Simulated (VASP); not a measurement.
A run of VASP 6.6.1:

File INCAR:

```
PREC = Accurate
ENCUT = 520
EDIFF = 1E-6
ISMEAR = 0
SIGMA = 0.02
LREAL = Auto
LASPH = T
NELM = 60
ALGO = Normal
ISIF = 2
LWAVE = F
LCHARG = F
GGA = PE
NELECT = 254.0
NBANDS = 164
```

KPOINTS

```
Automatic mesh
0
Gamma
  1 1 1
```

The input POSCAR:

```
Si62P
1.0
   10.8600000000      0.0000000000      0.0000000000
    0.0000000000     10.8600000000      0.0000000000
    0.0000000000      0.0000000000     10.8600000000
Si P
62 1
Direct
    0.4995884899     -0.0000313076      0.0013815838
    0.6266662063      0.1256143646      0.1240984346
    0.7546816759      0.2452482505     -0.0035488029
    0.8774310313      0.3725484346      0.1231815838
    0.7568955801      0.0027417127      0.2464425414
    0.8844849908      0.1281723757      0.3684325046
    0.2423274401      0.2543092081      0.0127857274
    0.3765653775      0.3789123389      0.1248686004
    0.5037012891      0.5039507366     -0.0021005525
    0.6300344383      0.6311956722      0.1235470534
    0.7587369245      0.7607021179      0.0001342541
    0.8931542357      0.8804360958      0.1264304788
    0.2220670350     -0.0167956722      0.2211764273
    0.3525221915      0.1182643646      0.3529075506
    0.4951495396      0.2463456722      0.2479463168
    0.6219279006      0.3711565378      0.3740856354
    0.7465274401      0.4956997238      0.2470537753
    0.8685090239      0.6212962247      0.3748459484
    0.4887519337      0.0058256906      0.4886790976
    0.6177593002      0.1264106814      0.6184413444
    0.7532212707      0.2516639042      0.4979648250
    0.8772172192      0.3741190608      0.6283103131
    0.7452039595      0.0052502762      0.7455730203
    0.8783738490      0.1120710866      0.8794074586
   -0.0010705341      0.5020337017     -0.0005891344
    0.1261185083      0.6240120626      0.1263720074
    0.2552617864      0.7432418969     -0.0003991713
    0.3778678637      0.8686919890      0.1240045120
    0.0125990792      0.2569205341      0.2444595764
    0.1244920810      0.3808197053      0.3791338858
    0.2521293738      0.5022827808      0.2526207182
    0.3772826888      0.6274207182      0.3773129834
    0.5063716390      0.7524414365      0.2547064457
    0.6287102210      0.8811674954      0.3763404236
    0.0014462247      0.0002499079      0.4994510129
    0.1238011050      0.1252399632      0.6273237569
    0.2473907919      0.2462606814      0.4957942910
    0.3736016575      0.3710269797      0.6224540516
    0.4999118785      0.4989270718      0.5003815838
    0.6247566298      0.6253750460      0.6246540516
    0.7504284530      0.7521758748      0.5015908840
    0.8744691529      0.8786116943      0.6269727440
    0.2476450276      0.0019273481      0.7559582873
    0.3684486188      0.1275555249      0.8842459484
    0.4979474217      0.2521643646      0.7538492634
    0.6281873849      0.3745316759      0.8781021179
    0.7500374770      0.5008051565      0.7502029466
    0.8745517495      0.6283874770      0.8746793738
   -0.0008456722      0.7445935543      0.2539678637
    0.1238199816      0.8693293738      0.3770665746
   -0.0032633517      0.5055399632      0.5052915285
    0.1227727440      0.6320324125      0.6314425414
    0.2536666667      0.7520016575      0.5057542357
    0.3764406998      0.8800072744      0.6275150092
   -0.0045687845      0.2447010129      0.7550467772
    0.1220674954      0.3718477901      0.8780358195
    0.2461520258      0.4951286372      0.7469197053
    0.3749406077      0.6198917127      0.8685059853
    0.5012031308      0.7514013812      0.7502068140
    0.6264511971      0.8780292818      0.8742302947
    0.0001859116      0.7618473297      0.7601195212
    0.1288729282      0.8797800184      0.8934275322
    0.0534465930      0.0031815838      0.0518601289
```

Potentials or basis: VASP PAW PBE potentials, release 64 (Si, P).

The run is started by

```sh
$ cat potpaw_PBE.64/Si/POTCAR potpaw_PBE.64/P/POTCAR > POTCAR
$ mpirun -np 1 vasp_gam > vasp.out
```

Hardware: 1 thread of Intel(R) Xeon(R) 6975P-C (Granite Rapids), on a shared host.

**Question.** How long does it take, and how much memory?

**Answer.** It took 3.1 min on 1 thread of Intel(R) Xeon(R) 6975P-C (Granite Rapids), with other jobs on the host, peak memory 1 GiB. Counts: scf iterations 14, k points 1.
